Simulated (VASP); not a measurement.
Here is a VASP 6.6.1 calculation.

Contents of POSCAR:

```
Co
1.0
    2.5037757975      0.0000000000      0.0000000000
   -1.2518878988      2.1683334460      0.0000000000
    0.0000000000      0.0000000000      4.0729339693
Co
2
Direct
    0.3333333333      0.6666666667      0.2500000000
    0.6666666667      0.3333333333      0.7500000000
```

The input INCAR.step1:

```
SYSTEM = Co
PREC = Accurate
ENCUT = 520
ISMEAR = 0
SIGMA = 0.05
LREAL = .False.
LASPH = .True.
NELM = 150
ISPIN = 2
MAGMOM = 2.1 2.1
LMAXMIX = 4
NBANDS = 20
GGA = PE
ALGO = Normal
EDIFF = 1E-4
LWAVE = .True.
LCHARG = .False.
```

File INCAR.step2:

```
SYSTEM = Co
PREC = Accurate
ENCUT = 520
EDIFF = 1E-6
ISMEAR = 0
SIGMA = 0.05
LREAL = .False.
LASPH = .True.
NELM = 150
ALGO = Normal
ISIF = 2
LWAVE = .False.
LCHARG = .False.
ISPIN = 2
MAGMOM = 2.1 2.1
LORBIT = 11
LMAXMIX = 4
METAGGA = R2SCAN
LMIXTAU = .True.
NBANDS = 20
ISTART = 1
```

The input KPOINTS:

```
regular mesh
0
Gamma
  20 20 12
  0 0 0
```

Potentials or basis: VASP PAW PBE potentials, release 64 (Co).

Command:

```sh
$ cat potpaw_PBE.64/Co/POTCAR > POTCAR
$ cp INCAR.step1 INCAR
$ mpirun -np 1 vasp_std > vasp.out
$ cp INCAR.step2 INCAR
$ mpirun -np 1 vasp_std > vasp.out
```

Q: Predict the pressure.

A: -8.4 GPa.

Q: Predict the net moment.

A: 3.54 μB per cell.

Q: What does it give for the site moments?

A: Co +1.84 μB.

Stress tensor (GPa, compression positive):
```
-8.33  0.00  0.00
 0.00 -8.33  0.00
 0.00  0.00 -8.53
```

Caveat: the cell stands under tension; the PAW data sets were made with another functional, which shifts forces and pressure a little.
